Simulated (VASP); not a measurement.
# Cu (Fm-3m) in VASP: a series of runs

Runs on Cu. Level: PBEsol. Tasks: single point.

Everything below comes from runs of VASP 6.6.1. Logs are shortened: lines on timing, memory, paths and dates and some standing lists are left out, and cuts for length are marked.

### Step 1. The cell of the first run

The structure is cubic, space group Fm-3m (No. 225). The conventional cell has a = 3.564 Å, b = 3.564 Å, c = 3.564 Å, α = 90.00°, β = 90.00°, γ = 90.00°. Cu (site symmetry m-3m) has 12 Cu at 2.52 Å within 3.3 Å.

### Step 2. Single point, PBEsol

INCAR

```
PREC = Accurate ; ENCUT = 520
EDIFF = 1E-7 ; ISMEAR = 0
SIGMA = 0.1 ; LREAL = False
LASPH = True ; NELM = 100
ALGO = Normal ; ISIF = 2
LWAVE = False ; LCHARG = False
GGA = PS ; NBANDS = 12
```

KPOINTS

```
Automatic mesh
0
Gamma
  10 10 10
```

POSCAR

```
Cu
1.0
    0.0000000000      1.7818426866      1.7818426866
    1.7818426866      0.0000000000      1.7818426866
    1.7818426866      1.7818426866      0.0000000000
Cu
1
Direct
    0.0000000000      0.0000000000      0.0000000000
```

Potentials or basis: VASP PAW PBE potentials, release 64 (Cu).

Command:

```
$ cat potpaw_PBE.64/Cu/POTCAR > POTCAR
$ mpirun -np 1 vasp_std > vasp.out
```

OUTCAR:

```text
PREC = Accurate
   ENCUT = 520
   EDIFF = 1E-7
   ISMEAR = 0
   LREAL = False
   LASPH = True
   NELM = 100
   ISIF = 2
   GGA = PS

 ion  position               nearest neighbor table
   1  0.000  0.000  0.000-

  LATTYP: Found a face centered cubic cell.
 ALAT       =     3.5636853732

  Lattice vectors:

 A1 = (   0.0000000000,   1.7818426866,   1.7818426866)
 A2 = (   1.7818426866,   0.0000000000,   1.7818426866)
 A3 = (   1.7818426866,   1.7818426866,   0.0000000000)

Analysis of symmetry for initial positions (statically):
=====================================================================
 Subroutine PRICEL returns:
 Original cell was already a primitive cell.

 Routine SETGRP: Setting up the symmetry group for a
 face centered cubic supercell.

 Subroutine GETGRP returns: Found 48 space group operations
 (whereof 48 operations were pure point group operations)
 out of a pool of 48 trial point group operations.

The static configuration has the point symmetry O_h .

Analysis of symmetry for dynamics (positions and initial velocities):
=====================================================================
 Subroutine PRICEL returns:
 Original cell was already a primitive cell.

 Routine SETGRP: Setting up the symmetry group for a
 face centered cubic supercell.

 Subroutine GETGRP returns: Found 48 space group operations
 (whereof 48 operations were pure point group operations)
 out of a pool of 48 trial point group operations.

The dynamic configuration has the point symmetry O_h .

 Subroutine INISYM returns: Found 48 space group operations
 (whereof 48 operations are pure point group operations),
 and found     1 'primitive' translations

----------------------------------------------------------------------------------------

                                     Primitive cell

  volume of cell :      11.3146

  direct lattice vectors                    reciprocal lattice vectors
     0.000000000  1.781842687  1.781842687    -0.280608386  0.280608386  0.280608386
     1.781842687  0.000000000  1.781842687     0.280608386 -0.280608386  0.280608386
     1.781842687  1.781842687  0.000000000     0.280608386  0.280608386 -0.280608386

  length of vectors
     2.519906093  2.519906093  2.519906093     0.486027981  0.486027981  0.486027981

  position of ions in fractional coordinates (direct lattice)
     0.000000000  0.000000000  0.000000000

  ion indices of the primitive-cell ions
   primitive index   ion index
                 1           1
[... 79 lines left out ...]
   ISYM   =      2    0-nonsym 1-usesym 2-fastsym
   POTIM  = 0.5000    time-step for ionic-motion
   TEBEG  =    0.0;   TEEND  =   0.0 temperature during run
   PSTRESS=    0.0 pullay stress
   NELECT =      11.0000    total number of electrons
   NUPDOWN=      -1.0000    fix difference up-down
   EMIN   =  10.00;   EMAX   =-10.00  energy-range for DOS
   EFERMI =   0.00;   METHOD = LEGACY
   ISMEAR =     0;   SIGMA  =   0.10  broadening in eV -4-tet -1-fermi 0-gaus
   EFERMI_NEDOS =   21; number of points for ismear=-14 and -15
   IALGO  =     38    algorithm
   IMIX   =      4    mixing-type and parameters
     AMIX     =   0.40;   BMIX     =  1.00
     AMIX_MAG =   1.60;   BMIX_MAG =  1.00
  volume/ion in A,a.u.               =      11.31        76.35
  Fermi-wavevector in a.u.,A,eV,Ry     =   1.621784  3.064728 35.785821  2.630184
  Thomas-Fermi vector in A             =   2.715504
   LORBIT       =      0    0 simple, 1 ext, 2 COOP (PROOUT), +10 PAW based schemes
   GGA     = PS    functional components
   LHFCALC =     F    Hartree Fock is set to
   AEXX    =    0.0000 exact exchange contribution
   IVDW    =     0    specifies the selected vdW correction
   LEPSILON=     F    determine dielectric tensor
   LRPA    =     F    only Hartree local field effects (RPA)
 non-spin polarized calculation
 Gauss-broadening in eV      SIGMA  =   0.10
  energy-cutoff  :      520.00
  volume of cell :       11.31
 maximum number of plane-waves:       322
   NGX =  9   NGY =  9   NGZ =  9

 number of electron      11.0000013 magnetization

 Free energy of the ion-electron system (eV)
  ---------------------------------------------------
  ext. energy  EPLUGINS =         0.00000000
  ---------------------------------------------------
  free energy    TOTEN  =        -4.29497183 eV

  energy without entropy =       -4.29150815  energy(sigma->0) =       -4.29323999

 E-fermi :   7.8088     XC(G=0): -13.1612

 val. band max:        7.7681015306   @ k =   0.5000   0.1000   0.0000
 cond. band min:       8.0523648152   @ k =   0.5000   0.3000   0.1000
 fundamental gap:      0.2842632846
 Fermi energy:         7.8087883235

 k-point     1 :       0.0000    0.0000    0.0000
  band No.  band energies     occupation
      1      -1.7799      2.00000
      2       4.7729      2.00000
      3       4.7729      2.00000
      4       4.7729      2.00000
      5       5.6622      2.00000
      6       5.6622      2.00000
      7      30.8669      0.00000
      8      33.8171      0.00000
      9      33.8171      0.00000
     10      33.8171      0.00000
     11      36.3335      0.00000
     12      36.3335      0.00000
[... 331 lines left out ...]
 k-point    24 :       0.4000    0.3000    0.0000
  band No.  band energies     occupation
      1       2.6831      2.00000
      2       3.6274      2.00000
      3       5.3269      2.00000
      4       5.8042      2.00000
      5       6.2341      2.00000
      6       6.8472      2.00000
      7      20.3633      0.00000
      8      21.2543      0.00000
      9      23.2397      0.00000
     10      27.4363      0.00000
     11      31.3490      0.00000
     12      46.3913      0.00000

 [... further k-points ...]

------------------------ aborting loop because EDIFF is reached ----------------------------------------

  FORCE on cell =-STRESS in cart. coord.  units (eV):
  Direction    XX          YY          ZZ          XY          YZ          ZX
  --------------------------------------------------------------------------------------
  -------------------------------------------------------------------------------------
  Total        0.0518216      0.0518216      0.0518216      0.0000000      0.0000000     -0.0000000
  in kB        7.3380969      7.3380969      7.3380969      0.0000000      0.0000000     -0.0000000
  external PRESSURE =       7.3380969 kB  Pullay stress =       0.0000000 kB

 VOLUME and BASIS-vectors are now :
 -----------------------------------------------------------------------------
  energy-cutoff  :      520.00
  volume of cell :       11.31
      direct lattice vectors                 reciprocal lattice vectors
     0.000000000  1.781842687  1.781842687    -0.280608386  0.280608386  0.280608386
     1.781842687  0.000000000  1.781842687     0.280608386 -0.280608386  0.280608386
     1.781842687  1.781842687  0.000000000     0.280608386  0.280608386 -0.280608386

 POSITION                                       TOTAL-FORCE (eV/Angst)
 -----------------------------------------------------------------------------------
      0.00000      0.00000      0.00000         0.000000      0.000000     -0.000000
 -----------------------------------------------------------------------------------
    total drift:                               -0.000000     -0.000000     -0.000000

  FREE ENERGIE OF THE ION-ELECTRON SYSTEM (eV)
  ---------------------------------------------------
  free  energy   TOTEN  =        -4.2949718259 eV

  energy  without entropy=       -4.2915081515  energy(sigma->0) =       -4.29323999
```

OSZICAR:

```text
N       E                     dE             d eps       ncg     rms          rms(c)
DAV:   1     0.412876640179E+02    0.41288E+02   -0.53082E+03  1300   0.155E+03
DAV:   2    -0.410857396406E+01   -0.45396E+02   -0.41638E+02  1140   0.204E+02
DAV:   3    -0.539008319365E+01   -0.12815E+01   -0.12683E+01  1304   0.394E+01
DAV:   4    -0.539810825785E+01   -0.80251E-02   -0.80232E-02  1356   0.269E+00
DAV:   5    -0.539817933896E+01   -0.71081E-04   -0.71080E-04  1292   0.261E-01    0.845E+00
DAV:   6    -0.472753687173E+01    0.67064E+00   -0.16993E+01  1324   0.788E+01    0.416E+00
DAV:   7    -0.431050081117E+01    0.41704E+00   -0.25809E+00  1344   0.305E+01    0.629E-01
DAV:   8    -0.429632520971E+01    0.14176E-01   -0.54404E-03  1360   0.901E-01    0.274E-01
DAV:   9    -0.429496280869E+01    0.13624E-02   -0.71277E-03  1428   0.144E+00    0.217E-02
DAV:  10    -0.429497079293E+01   -0.79842E-05   -0.35889E-05  1608   0.102E-01    0.368E-03
DAV:  11    -0.429497181749E+01   -0.10246E-05   -0.99154E-07  1568   0.974E-03    0.524E-04
DAV:  12    -0.429497182593E+01   -0.84351E-08   -0.34052E-08   852   0.293E-03
   1 F= -.42949718E+01 E0= -.42932400E+01  d E =-.346367E-02
```

Wall time 12 s (1 thread of AMD EPYC, shared host); peak memory 0.09 GiB.

Results:

```yaml
Free_energy: -4.2950 eV
Pressure: 0.7 GPa
```

Levels at points of the mesh, in eV from the Fermi level:
| k point | band 2 | band 3 | band 4 | band 5 | band 6 | band 7 | band 8 | band 9 | band 10 | band 11 |
| --- | --- | --- | --- | --- | --- | --- | --- | --- | --- | --- |
| (0.00, 0.00, 0.00) | -3.04 | -3.04 | -3.04 | -2.15 | -2.15 | 23.06 | 26.01 | 26.01 | 26.01 | 28.52 |
| (0.50, 0.00, 0.00) | -3.07 | -3.07 | -1.54 | -1.54 | -1.03 | 4.09 | 21.53 | 22.82 | 22.82 | 25.79 |
| (0.50, 0.50, 0.00) | -4.53 | -1.56 | -1.39 | -1.39 | 1.56 | 7.53 | 13.50 | 13.50 | 18.13 | 21.09 |

Caveat: the PAW data sets were made with another functional, which shifts forces and pressure a little.

### Step 3. Single point, PBEsol

INCAR

```
PREC = Accurate
ENCUT = 520
EDIFF = 1E-6
ISMEAR = 0
SIGMA = 0.1
LREAL = F
LASPH = T
NELM = 80
ALGO = Normal
ISIF = 2
LWAVE = F
LCHARG = F
GGA = PS
NBANDS = 12
```

KPOINTS

```
regular mesh
0
Gamma
  16 16 16
```

POSCAR

```
Cu
1.0
    0.0000000000      1.7820435792      1.7820435792
    1.7820435792      0.0000000000      1.7820435792
    1.7820435792      1.7820435792      0.0000000000
Cu
1
Direct
    0.0000000000      0.0000000000      0.0000000000
```

Potentials or basis: VASP PAW PBE potentials, release 64 (Cu).

Command:

```
$ cat potpaw_PBE.64/Cu/POTCAR > POTCAR
$ mpirun -np 1 vasp_std > vasp.out
```

It took 32 s on 1 thread of AMD EPYC, shared host; peak memory 0.1 GiB.

It converged, with:

```yaml
Free_energy: -4.3091 eV
Pressure: 0.8 GPa
```

Levels at points of the mesh, in eV from the Fermi level:
| k point | band 4 | band 5 | band 6 | band 7 | band 8 | band 9 |
| --- | --- | --- | --- | --- | --- | --- |
| (0.00, 0.00, 0.00) | -3.12 | -2.23 | -2.23 | 22.96 | 25.91 | 25.91 |
| (0.50, 0.00, 0.00) | -1.62 | -1.62 | -1.13 | 4.00 | 21.43 | 22.72 |
| (0.50, 0.50, 0.00) | -1.47 | -1.47 | 1.46 | 7.44 | 13.40 | 13.40 |

Caveat: the PAW data sets were made with another functional, which shifts forces and pressure a little.

### Step 4. Single point, PBEsol

INCAR

```
PREC = Accurate
ENCUT = 520
EDIFF = 1E-6
ISMEAR = -1
SIGMA = 0.15
LREAL = False
LASPH = True
NELM = 80
ALGO = Normal
ISIF = 2
LWAVE = False
LCHARG = False
GGA = PS
NBANDS = 12
```

KPOINTS is that of step 3.

POSCAR is that of step 3.

Command:

```
$ cat potpaw_PBE.64/Cu/POTCAR > POTCAR
$ mpirun -np 1 vasp_std > vasp.out
```

It took 37 s on 1 thread of AMD EPYC, shared host; peak memory 0.1 GiB.

The run converged. Its results:

| Property | Result |
| --- | --- |
| Free energy | -4.3196 eV |
| Pressure | 0.8 GPa |

Levels at points of the mesh, in eV from the Fermi level:
```csv
k point,band 2,band 3,band 4,band 5,band 6,band 7,band 8,band 9,band 10,band 11
"(0.00, 0.00, 0.00)",-3.16,-3.16,-3.16,-2.27,-2.27,22.93,25.88,25.88,25.88,28.39
"(0.50, 0.00, 0.00)",-3.19,-3.19,-1.66,-1.66,-1.16,3.96,21.40,22.69,22.69,25.66
"(0.50, 0.50, 0.00)",-4.65,-1.68,-1.51,-1.51,1.43,7.40,13.37,13.37,18.00,20.96
```

Caveat: the PAW data sets were made with another functional, which shifts forces and pressure a little.

### Step 5. The runs side by side

| k mesh | smearing | gap on the mesh (eV) | pressure (GPa) |
| --- | --- | --- | --- |
| 10 × 10 × 10 | gaussian 0.1 eV | none | 0.7 |
| 16 × 16 × 16 | gaussian 0.1 eV | none | 0.8 |
| 16 × 16 × 16 | fermi-dirac 0.15 eV | none | 0.8 |

Alike in all rows: task single point; level PBEsol; potentials or basis VASP PAW PBE potentials, release 64 (Cu); no spin polarisation; cell a = 2.520 Å, angles 60.0°, 1 atom; cutoff (eV) 520.

Every run on the cell as given and a fine mesh finds a metal.

Caveats: the PAW data sets were made with another functional, which shifts forces and pressure a little.

Absolute energies hang on the potentials; compare differences alone.
